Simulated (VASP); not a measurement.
Here is a VASP 6.6.1 calculation.

INCAR

```
PREC = Accurate
ENCUT = 750
EDIFF = 1E-6
ISMEAR = 0
SIGMA = 0.1
LREAL = F
LASPH = T
NELM = 120
ALGO = Normal
ISIF = 2
LWAVE = F
LCHARG = T
GGA = PE
LELF = T
LVHAR = T
NBANDS = 22
GGA_COMPAT = F
```

File KPOINTS:

```
Automatic mesh
0
Gamma
  6 6 6
```

Contents of POSCAR:

```
MgSi2N2
1.0
    2.9475596534      1.7017743594      3.4427595529
   -2.9475596534      1.7017743594      3.4427595529
    0.0000000000     -3.4035487187      3.4427595529
Mg Si N
1 2 2
Direct
    0.0000000000      0.0000000000      0.0000000000
    0.6562974751      0.6562974751      0.6562974751
    0.3437025249      0.3437025249      0.3437025249
    0.1894126348      0.1894126348      0.1894126348
    0.8105873652      0.8105873652      0.8105873652
```

Potentials or basis: VASP PAW PBE potentials, release 64 (Mg_sv, Si, N).

Run with:

```sh
$ cat potpaw_PBE.64/Mg_sv/POTCAR potpaw_PBE.64/Si/POTCAR potpaw_PBE.64/N/POTCAR > POTCAR
$ mpirun -np 1 vasp_std > vasp.out
```

Problem. Estimate the largest force.

Solution. 0.082 eV/Å.

Problem. Estimate the band gap on the k mesh.

Solution. 1.65 eV (least direct gap 1.68 eV).

Problem. Predict the pressure.

Solution. 0.3 GPa.

Stress tensor (GPa, compression positive):
```
0.09 0.00 0.00
0.00 0.09 0.00
0.00 0.00 0.66
```

A k mesh can miss the band edges.
